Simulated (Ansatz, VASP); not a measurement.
# Two plane-wave programs on Mn2Te3S

```xyz
6
Lattice="4.1245 0.0000 0.0000 -2.0623 3.5719 0.0000 0.0000 0.0000 11.4291" Properties=species:S:1:pos:R:3 pbc="T T T"
Mn    0.0000    2.3813    0.0000
Mn    2.0623    1.1906    0.0000
Te    0.0000    0.0000    2.8685
Te    0.0000    0.0000    8.5605
Te    0.0000    0.0000    5.7145
S     0.0000    0.0000    0.0000
```

Alike in both runs: functional PBE; k mesh 3 × 3 × 2; occupations gaussian, width 0.15 eV; collinear spin.

Ansatz relaxed the structure, and its values are those at the end. VASP's run is a single point on that final structure, the one shown.

|  | VASP | Ansatz |
| --- | --- | --- |
| version | VASP 6.6.1 | Ansatz 0.2.0 |
| potentials or method | VASP PAW PBE potentials, release 64 (Mn_pv, Te, S), cutoff 520 eV | scalar-relativistic, plane waves, PAW |
| valence electrons in the cell | 50 | 84 |

|  | VASP | Ansatz | Ansatz less VASP |
| --- | --- | --- | --- |
| gap on the k mesh at the Fermi level (eV) | none | none | - |
| pressure (GPa) | 0.7 | 0.6 | -0.11 |
| rms of the force components (eV/Å) | 0.025 | 0.026 | +0.0009 |
| net moment per atom (μB) | 1.14 | 1.13 | -0.011 |
| size of the moment on the site where the two differ most (μB) | 2.89 | 2.74 | -0.151 |

Site moments also hang on the region over which each program counts them. A gap of «none» marks a metal or a gap that the smearing closes. VASP's potentials hold 50 valence electrons a cell and Ansatz's 84, so a difference there can come from the potentials and not from the codes.

The k mesh is coarse, so the values compare programs but aren't converged. Spin-orbit coupling is off throughout.
